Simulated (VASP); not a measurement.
# WS2 (R3m) in VASP: settings compared

Aim: see how the results for WS2 move with the level of theory and the settings. Levels: PBEsol+U, r2SCAN+U. Tasks: single point.

Program: VASP 6.6.1. These are calculated values, not measurements. Logs are shortened: lines on timing, memory, paths and dates and some standing lists are left out, and cuts for length are marked.

**1. The cell of the first run**

It takes space group R3m (No. 160, trigonal). Conventional cell: a = 3.158 Å, b = 3.158 Å, c = 18.490 Å, α = 90.00°, β = 90.00°, γ = 120.00°. W (site symmetry 3m) has 6 S at 2.39 to 2.42 Å and 6 W at 3.16 Å within 3.2 Å. S (site symmetry 3m) has 3 W at 2.39 Å and 7 S at 3.13 to 3.16 Å within 3.2 Å. S (site symmetry 3m) has 3 W at 2.42 Å and 7 S at 3.13 to 3.16 Å within 3.2 Å.

**2. Single point, PBEsol+U, collinear spin**

Contents of INCAR:

```
SYSTEM = WS2
  PREC = Accurate
  ENCUT = 520
  EDIFF = 1E-6
  ISMEAR = 0
  SIGMA = 0.05
  LREAL = .FALSE.
  LASPH = .TRUE.
  NELM = 150
  ALGO = Normal
  ISIF = 2
  LWAVE = .FALSE.
  LCHARG = .FALSE.
  ISPIN = 2
  MAGMOM = 0.5 0 0
  LORBIT = 11
  LMAXMIX = 4
  LDAU = .TRUE.
  LDAUTYPE = 2
  LDAUL = 2 -1
  LDAUU = 6 0
  LDAUJ = 0 0
  LDAUPRINT = 1
  GGA = PS
  NBANDS = 24
```

Contents of KPOINTS:

```
regular mesh
0
G
  7 7 7
  0 0 0
```

Contents of POSCAR:

```
WS2
1.0
    1.5790001700      0.9116361700      6.1633291500
   -1.5790001700      0.9116361700      6.1633291500
    0.0000000000     -1.8232723400      6.1633291500
W S
1 2
Direct
    0.0000000000      0.0000000000      0.0000000000
    0.7503000000      0.7503000000      0.7503000000
    0.5810000000      0.5810000000      0.5810000000
```

Potentials or basis: VASP PAW PBE potentials, release 64 (W_sv, S).

Launch:

```console
cat potpaw_PBE.64/W_sv/POTCAR potpaw_PBE.64/S/POTCAR > POTCAR
mpirun -np 1 vasp_std > vasp.out
```

OUTCAR:

```text
SYSTEM = WS2
   PREC = Accurate
   ENCUT = 520
   EDIFF = 1E-6
   ISMEAR = 0
   LREAL = .FALSE.
   LASPH = .TRUE.
   NELM = 150
   ISIF = 2
   ISPIN = 2
   LORBIT = 11
   GGA = PS

 ion  position               nearest neighbor table
   1  0.000  0.000  0.000-   2 2.39   2 2.39   2 2.39   3 2.42   3 2.42   3 2.42
   2  0.750  0.750  0.750-   1 2.39   1 2.39   1 2.39
   3  0.581  0.581  0.581-   1 2.42   1 2.42   1 2.42

  LATTYP: Found a trigonal (rhomboedric) cell.
 ALAT       =     6.4273593532
 COS(alpha) =     0.8792939097

  Lattice vectors:

 A1 = (   1.5790001700,   0.9116361700,   6.1633291500)
 A2 = (  -1.5790001700,   0.9116361700,   6.1633291500)
 A3 = (   0.0000000000,  -1.8232723400,   6.1633291500)

Analysis of symmetry for initial positions (statically):
=====================================================================
 Subroutine PRICEL returns:
 Original cell was already a primitive cell.

 Routine SETGRP: Setting up the symmetry group for a
 trigonal (rhombohedral) supercell.

 Subroutine GETGRP returns: Found  6 space group operations
 (whereof  6 operations were pure point group operations)
 out of a pool of 12 trial point group operations.

The static configuration has the point symmetry C_3v.

Analysis of symmetry for dynamics (positions and initial velocities):
=====================================================================
 Subroutine PRICEL returns:
 Original cell was already a primitive cell.

 Routine SETGRP: Setting up the symmetry group for a
 trigonal (rhombohedral) supercell.

 Subroutine GETGRP returns: Found  6 space group operations
 (whereof  6 operations were pure point group operations)
 out of a pool of 12 trial point group operations.

The dynamic configuration has the point symmetry C_3v.

Analysis of structural, dynamic, and magnetic symmetry:
=====================================================================
[... 180 lines left out ...]
  o =  0.3139  v =  0.0000  0.9824 -0.0000 -0.0000 -0.1868  0.0000  0.0000  0.0000  0.0000  0.0000      0.0000  0.0000  0.0000  0.0000  0.0000  0.0000  0.0000  0.0000  0.0000  0.0000
  o =  0.3139  v = -0.1868  0.0000  0.0000  0.9824 -0.0000  0.0000  0.0000  0.0000  0.0000  0.0000      0.0000  0.0000  0.0000  0.0000  0.0000  0.0000  0.0000  0.0000  0.0000  0.0000
  o =  0.3281  v =  0.0000  0.0000  0.0000  0.0000  0.0000  0.0000  0.1868  0.0000  0.0000  0.9824      0.0000  0.0000  0.0000  0.0000  0.0000  0.0000  0.0000  0.0000  0.0000  0.0000
  o =  0.3281  v =  0.0000  0.0000  0.0000  0.0000  0.0000 -0.9824  0.0000 -0.0000 -0.1868  0.0000      0.0000  0.0000  0.0000  0.0000  0.0000  0.0000  0.0000  0.0000  0.0000  0.0000
  o =  0.3281  v =  0.0000  0.1868  0.0000  0.0000  0.9824  0.0000  0.0000  0.0000  0.0000  0.0000      0.0000  0.0000  0.0000  0.0000  0.0000  0.0000  0.0000  0.0000  0.0000  0.0000
  o =  0.3281  v = -0.9824  0.0000 -0.0000 -0.1868  0.0000  0.0000  0.0000  0.0000  0.0000  0.0000      0.0000  0.0000  0.0000  0.0000  0.0000  0.0000  0.0000  0.0000  0.0000  0.0000
  o =  0.3609  v =  0.0000  0.0000  0.0000  0.0000  0.0000  0.0000 -0.0000  1.0000 -0.0000 -0.0000      0.0000  0.0000  0.0000  0.0000  0.0000  0.0000  0.0000  0.0000  0.0000  0.0000
  o =  0.3609  v =  0.0000 -0.0000  1.0000 -0.0000 -0.0000  0.0000  0.0000  0.0000  0.0000  0.0000      0.0000  0.0000  0.0000  0.0000  0.0000  0.0000  0.0000  0.0000  0.0000  0.0000

 number of electron      26.0000001 magnetization      -0.0000163

 Free energy of the ion-electron system (eV)
  ---------------------------------------------------
  ext. energy  EPLUGINS =         0.00000000
  ---------------------------------------------------
  free energy    TOTEN  =       -18.55705284 eV

  energy without entropy =      -18.55705284  energy(sigma->0) =      -18.55705284

 E-fermi :   7.9482     XC(G=0): -11.1243

 val. band max:        7.5922629550   @ k =   0.4286   0.4286   0.4286
 cond. band min:       8.7241087772   @ k =  -0.1429   0.1429   0.0000
 fundamental gap:      1.1318458222
 Fermi energy:         7.9482115239

 spin component 1

 k-point     1 :       0.0000    0.0000    0.0000
  band No.  band energies     occupation
      1     -67.9053      1.00000
      2     -32.1001      1.00000
      3     -31.9541      1.00000
      4     -31.9541      1.00000
      5      -8.2170      1.00000
      6      -6.1442      1.00000
[... 1289 lines left out ...]
     23      18.6114      0.00000
     24      19.4324      0.00000

 [... further k-points ...]

------------------------ aborting loop because EDIFF is reached ----------------------------------------

  FORCE on cell =-STRESS in cart. coord.  units (eV):
  Direction    XX          YY          ZZ          XY          YZ          ZX
  --------------------------------------------------------------------------------------
  -------------------------------------------------------------------------------------
  Total        1.4263740      1.4263740      1.9443698      0.0000000      0.0000000      0.0000000
  in kB       42.9312618     42.9312615     58.5219929      0.0000000      0.0000000      0.0000000
  external PRESSURE =      48.1281721 kB  Pullay stress =       0.0000000 kB

 VOLUME and BASIS-vectors are now :
 -----------------------------------------------------------------------------
  energy-cutoff  :      520.00
  volume of cell :       53.23
      direct lattice vectors                 reciprocal lattice vectors
     1.579000170  0.911636170  6.163329150     0.316656077  0.182821472  0.054083325
    -1.579000170  0.911636170  6.163329150    -0.316656077  0.182821472  0.054083325
     0.000000000 -1.823272340  6.163329150     0.000000000 -0.365642944  0.054083325

 POSITION                                       TOTAL-FORCE (eV/Angst)
 -----------------------------------------------------------------------------------
      0.00000      0.00000      0.00000         0.000000     -0.000000     -0.637838
      0.00000      0.00000     13.87304         0.000000      0.000000      0.855339
      0.00000      0.00000     10.74268         0.000000     -0.000000     -0.217501
 -----------------------------------------------------------------------------------
    total drift:                                0.000000      0.000000      0.000014

  FREE ENERGIE OF THE ION-ELECTRON SYSTEM (eV)
  ---------------------------------------------------
  free  energy   TOTEN  =       -18.5570528394 eV

  energy  without entropy=      -18.5570528394  energy(sigma->0) =      -18.55705284

 total charge

# of ion       s       p       d       tot
------------------------------------------
    1        2.344   6.356   3.236  11.936
    2        1.352   2.377   0.000   3.729
    3        1.354   2.359   0.000   3.713
--------------------------------------------------
tot          5.049  11.093   3.236  19.378

 magnetization (x)

# of ion       s       p       d       tot
------------------------------------------
    1       -0.000  -0.000   0.000  -0.000
    2       -0.000  -0.000   0.000  -0.000
    3       -0.000  -0.000   0.000  -0.000
--------------------------------------------------
tot         -0.000  -0.000   0.000  -0.000
```

OSZICAR:

```text
N       E                     dE             d eps       ncg     rms          rms(c)
DAV:   1     0.204876588765E+03    0.20488E+03   -0.12197E+04  4224   0.105E+03
DAV:   2    -0.101317166117E+02   -0.21501E+03   -0.20523E+03  4840   0.306E+02
DAV:   3    -0.201864435917E+02   -0.10055E+02   -0.99732E+01  5440   0.634E+01
DAV:   4    -0.203115664456E+02   -0.12512E+00   -0.12510E+00  4720   0.776E+00
DAV:   5    -0.203136209188E+02   -0.20545E-02   -0.20544E-02  5520   0.103E+00    0.271E+01
DAV:   6    -0.187346148475E+02    0.15790E+01   -0.55796E+00  4760   0.159E+01    0.108E+01
DAV:   7    -0.185907363331E+02    0.14388E+00   -0.69479E-01  4448   0.473E+00    0.516E+00
DAV:   8    -0.185597145385E+02    0.31022E-01   -0.14949E-01  5488   0.232E+00    0.150E+00
DAV:   9    -0.185576076550E+02    0.21069E-02   -0.50860E-03  4808   0.486E-01    0.743E-01
DAV:  10    -0.185570280969E+02    0.57956E-03   -0.34677E-03  5248   0.393E-01    0.175E-01
DAV:  11    -0.185570203375E+02    0.77594E-05   -0.43221E-04  4984   0.111E-01    0.583E-02
DAV:  12    -0.185570373072E+02   -0.16970E-04   -0.33988E-05  5352   0.373E-02    0.230E-02
DAV:  13    -0.185570505928E+02   -0.13286E-04   -0.14564E-05  5064   0.213E-02    0.137E-02
DAV:  14    -0.185570521321E+02   -0.15393E-05   -0.31352E-06  4864   0.891E-03    0.501E-03
DAV:  15    -0.185570528394E+02   -0.70733E-06   -0.93174E-07  3368   0.454E-03
   1 F= -.18557053E+02 E0= -.18557053E+02  d E =-.160508E-25  mag=    -0.0000
```

Run time: 2.6 min. Hardware: 1 thread of Intel Xeon 6975P-C (Granite Rapids), shared host; peak memory 0.43 GiB.

What came out:

* Free energy: -18.5571 eV
* Pressure: 4.8 GPa
* Largest force: 0.855 eV/Å
* Band gap on the k mesh: 1.13 eV (least direct gap 2.37 eV)
* Net moment: 0.00 μB per cell
* Valence electrons inside the program's atomic spheres: W 11.94; S 3.73, 3.71

Forces on the atoms (eV/Å):
```
W    0.000  0.000 -0.638
S    0.000  0.000  0.855
S    0.000  0.000 -0.218
```

Eigenvalues of the final occupation matrices:
```
    site  spin  trace               eigenvalues
site 1 d     1   1.64  0.31 0.31 0.33 0.33 0.36
site 1 d     2   1.64  0.31 0.31 0.33 0.33 0.36
```

Caveat: the cell stands under pressure; the PAW data sets were made with another functional, which shifts forces and pressure a little; spin-orbit coupling is left out, which moves the levels of the heavy elements; an odd mesh through Γ misses points on the zone boundary, where band edges can lie.

**3. Single point, r2SCAN+U, collinear spin**

POSCAR is that of step 2.

Contents of INCAR.step1:

```
SYSTEM = WS2
PREC = Accurate ; ENCUT = 520
ISMEAR = 0 ; SIGMA = 0.05
LREAL = .False. ; LASPH = .True.
NELM = 150 ; ISPIN = 2
MAGMOM = 0.1 0 0 ; LMAXMIX = 4
LDAU = .True. ; LDAUTYPE = 2
LDAUL = 2 -1 ; LDAUU = 2 0
LDAUJ = 0 0 ; NBANDS = 24
GGA = PE ; ALGO = Normal
EDIFF = 1E-4 ; LWAVE = .True.
LCHARG = .False.
```

Contents of INCAR.step2:

```
SYSTEM = WS2
PREC = Accurate ; ENCUT = 520
EDIFF = 1E-7 ; ISMEAR = 0
SIGMA = 0.05 ; LREAL = .False.
LASPH = .True. ; NELM = 150
ALGO = Normal ; ISIF = 2
LWAVE = .False. ; LCHARG = .False.
ISPIN = 2 ; MAGMOM = 0.1 0 0
LORBIT = 11 ; LMAXMIX = 4
LDAU = .True. ; LDAUTYPE = 2
LDAUL = 2 -1 ; LDAUU = 2 0
LDAUJ = 0 0 ; LDAUPRINT = 1
METAGGA = R2SCAN ; LMIXTAU = .True.
NBANDS = 24 ; ISTART = 1
```

Contents of KPOINTS:

```
regular mesh
0
Gamma
  7 7 7
  0 0 0
```

Potentials or basis: VASP PAW PBE potentials, release 64 (W_sv, S).

Launch:

```console
cat potpaw_PBE.64/W_sv/POTCAR potpaw_PBE.64/S/POTCAR > POTCAR
cp INCAR.step1 INCAR
mpirun -np 1 vasp_std > vasp.out
cp INCAR.step2 INCAR
mpirun -np 1 vasp_std > vasp.out
```

OUTCAR:

```text
SYSTEM = WS2
   PREC = Accurate
   ENCUT = 520
   EDIFF = 1E-7
   ISMEAR = 0
   LREAL = .False.
   LASPH = .True.
   NELM = 150
   ISIF = 2
   ISPIN = 2
   LORBIT = 11
   METAGGA = R2SCAN
   ISTART = 1

 ion  position               nearest neighbor table
   1  0.000  0.000  0.000-   2 2.39   2 2.39   2 2.39   3 2.42   3 2.42   3 2.42
   2  0.750  0.750  0.750-   1 2.39   1 2.39   1 2.39
   3  0.581  0.581  0.581-   1 2.42   1 2.42   1 2.42

  LATTYP: Found a trigonal (rhomboedric) cell.
 ALAT       =     6.4273593532
 COS(alpha) =     0.8792939097

  Lattice vectors:

 A1 = (   1.5790001700,   0.9116361700,   6.1633291500)
 A2 = (  -1.5790001700,   0.9116361700,   6.1633291500)
 A3 = (   0.0000000000,  -1.8232723400,   6.1633291500)

Analysis of symmetry for initial positions (statically):
=====================================================================
 Subroutine PRICEL returns:
 Original cell was already a primitive cell.

 Routine SETGRP: Setting up the symmetry group for a
 trigonal (rhombohedral) supercell.

 Subroutine GETGRP returns: Found  6 space group operations
 (whereof  6 operations were pure point group operations)
 out of a pool of 12 trial point group operations.

The static configuration has the point symmetry C_3v.

Analysis of symmetry for dynamics (positions and initial velocities):
=====================================================================
 Subroutine PRICEL returns:
 Original cell was already a primitive cell.

 Routine SETGRP: Setting up the symmetry group for a
 trigonal (rhombohedral) supercell.

 Subroutine GETGRP returns: Found  6 space group operations
 (whereof  6 operations were pure point group operations)
 out of a pool of 12 trial point group operations.

The dynamic configuration has the point symmetry C_3v.

Analysis of structural, dynamic, and magnetic symmetry:
[... 188 lines left out ...]
  o =  0.3647  v =  0.0000  0.0000  0.0000  0.0000  0.0000  0.0000 -0.0000  1.0000 -0.0000 -0.0000      0.0000  0.0000  0.0000  0.0000  0.0000  0.0000  0.0000  0.0000  0.0000  0.0000

 number of electron      26.0000001 magnetization      -0.0000000

 Free energy of the ion-electron system (eV)
  ---------------------------------------------------
  ext. energy  EPLUGINS =         0.00000000
  ---------------------------------------------------
  free energy    TOTEN  =       -67.80625773 eV

  energy without entropy =      -67.80625773  energy(sigma->0) =      -67.80625773

 E-fermi :   7.6963     XC(G=0): -11.6684

 val. band max:        7.4202157232   @ k =   0.4286   0.4286   0.4286
 cond. band min:       8.6876070364   @ k =  -0.1429   0.1429   0.0000
 fundamental gap:      1.2673913131
 Fermi energy:         7.6962542501

 spin component 1

 k-point     1 :       0.0000    0.0000    0.0000
  band No.  band energies     occupation
      1     -69.4803      1.00000
      2     -33.0640      1.00000
      3     -32.8913      1.00000
      4     -32.8913      1.00000
      5      -9.0212      1.00000
      6      -6.9346      1.00000
[... 1289 lines left out ...]
     23      19.2361      0.00000
     24      20.0097      0.00000

 [... further k-points ...]

------------------------ aborting loop because EDIFF is reached ----------------------------------------

  FORCE on cell =-STRESS in cart. coord.  units (eV):
  Direction    XX          YY          ZZ          XY          YZ          ZX
  --------------------------------------------------------------------------------------
  -------------------------------------------------------------------------------------
  Total        1.5968411      1.5968411      1.2466612      0.0000000     -0.0000000      0.0000000
  in kB       48.0620114     48.0620110     37.5222341      0.0000000     -0.0000000      0.0000000
  external PRESSURE =      44.5487521 kB  Pullay stress =       0.0000000 kB

 VOLUME and BASIS-vectors are now :
 -----------------------------------------------------------------------------
  energy-cutoff  :      520.00
  volume of cell :       53.23
      direct lattice vectors                 reciprocal lattice vectors
     1.579000170  0.911636170  6.163329150     0.316656077  0.182821472  0.054083325
    -1.579000170  0.911636170  6.163329150    -0.316656077  0.182821472  0.054083325
     0.000000000 -1.823272340  6.163329150     0.000000000 -0.365642944  0.054083325

 POSITION                                       TOTAL-FORCE (eV/Angst)
 -----------------------------------------------------------------------------------
      0.00000      0.00000      0.00000         0.000000     -0.000000     -0.632561
      0.00000      0.00000     13.87304         0.000000      0.000000      0.470361
      0.00000      0.00000     10.74268         0.000000      0.000000      0.162200
 -----------------------------------------------------------------------------------
    total drift:                                0.000000      0.000000     -0.000058

  FREE ENERGIE OF THE ION-ELECTRON SYSTEM (eV)
  ---------------------------------------------------
  free  energy   TOTEN  =       -67.8062577347 eV

  energy  without entropy=      -67.8062577347  energy(sigma->0) =      -67.80625773

 total charge

# of ion       s       p       d       tot
------------------------------------------
    1        2.319   6.344   3.316  11.979
    2        1.351   2.410   0.000   3.760
    3        1.352   2.392   0.000   3.745
--------------------------------------------------
tot          5.022  11.146   3.316  19.484

 magnetization (x)

# of ion       s       p       d       tot
------------------------------------------
    1        0.000   0.000   0.000   0.000
    2        0.000  -0.000   0.000  -0.000
    3        0.000  -0.000   0.000  -0.000
--------------------------------------------------
tot          0.000  -0.000   0.000   0.000
```

Run time: 9.2 min. Hardware: 1 thread of Intel Xeon 6975P-C (Granite Rapids), shared host; peak memory 0.5 GiB.

Results:

```
Free energy                                           : -67.8063 eV
Pressure                                              : 4.5 GPa
Largest force                                         : 0.633 eV/Å
Band gap on the k mesh                                : 1.27 eV (least direct gap 2.47 eV)
Net moment                                            : 0.00 μB per cell
Valence electrons inside the program's atomic spheres : W 11.98; S 3.76, 3.75
```

Forces on the atoms (eV/Å):
```
W    0.000  0.000 -0.633
S    0.000  0.000  0.470
S    0.000  0.000  0.162
```

Stress tensor (GPa, compression positive):
```
4.81 0.00 0.00
0.00 4.81 0.00
0.00 0.00 3.75
```

Eigenvalues of the final occupation matrices:
```tsv
site	spin	trace	eigenvalues
site 1 d	1	1.68	0.32 0.32 0.34 0.34 0.36
site 1 d	2	1.68	0.32 0.32 0.34 0.34 0.36
```

Caveat: the cell stands under pressure; the PAW data sets were made with another functional, which shifts forces and pressure a little; spin-orbit coupling is left out, which moves the levels of the heavy elements; an odd mesh through Γ misses points on the zone boundary, where band edges can lie.
